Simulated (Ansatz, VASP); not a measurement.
**Two plane-wave programs on Be**

Contents of INCAR:

```
  ALGO = Normal
  EDIFF = 1E-7
  ENCUT = 520
  GGA = PE
  ISIF = 2
  ISMEAR = -1
  LASPH = T
  LCHARG = T
  LELF = T
  LREAL = F
  LVHAR = T
  LWAVE = F
  NBANDS = 9
  NELM = 80
  PREC = Accurate
  SIGMA = 0.1
```

Contents of KPOINTS:

```
k-points
0
Gamma
  13 13 13
```

File POSCAR:

```
Be
1.0
    0.0000000000      2.4494676805      2.4494676805
    2.4494676805      0.0000000000      2.4494676805
    2.4494676805      2.4494676805      0.0000000000
Be
2
Direct
    0.1250000000      0.1250000000      0.1250000000
    0.8750000000      0.8750000000      0.8750000000
```

Input for Ansatz:

```yaml
crystal:
  lattice:
    - [0.0, 2.4494676805, 2.4494676805]
    - [2.4494676805, 0.0, 2.4494676805]
    - [2.4494676805, 2.4494676805, 0.0]
  atoms:
    - { symbol: Be, position: [0.125, 0.125, 0.125] }
    - { symbol: Be, position: [0.875, 0.875, 0.875] }
hamiltonian:
  xc: pbe
  pseudopotentials:
    kind: paw
    azcp:
      Be: "pseudopotentials/Be.paw.azcp"
basis:
  ecutwfc: 420
  fft_grid_basis: typed
kpoints:
  mp_grid: { grid: [13, 13, 13], shift: [0, 0, 0] }
magnetization:
  spin_polarized: false
scf:
  occupations: { method: fermi_dirac, width: 0.1 }
  lower_state_search: "off"
output:
  stress: true
```

Alike in both runs: task single point; functional PBE; k mesh 13 × 13 × 13; occupations fermi-dirac, width 0.1 eV; no spin polarisation.

```csv
,VASP,Ansatz
version,VASP 6.6.1,Ansatz 0.2.0
potentials or method,"VASP PAW PBE potentials, release 64 (Be), cutoff 520 eV","plane waves (420 eV) with PAW, scalar-relativistic"
valence electrons in the cell,4,4
```

|  | VASP | Ansatz | Ansatz less VASP |
| --- | --- | --- | --- |
| pressure (GPa) | 0.0 | 0.0 | -0.03 |
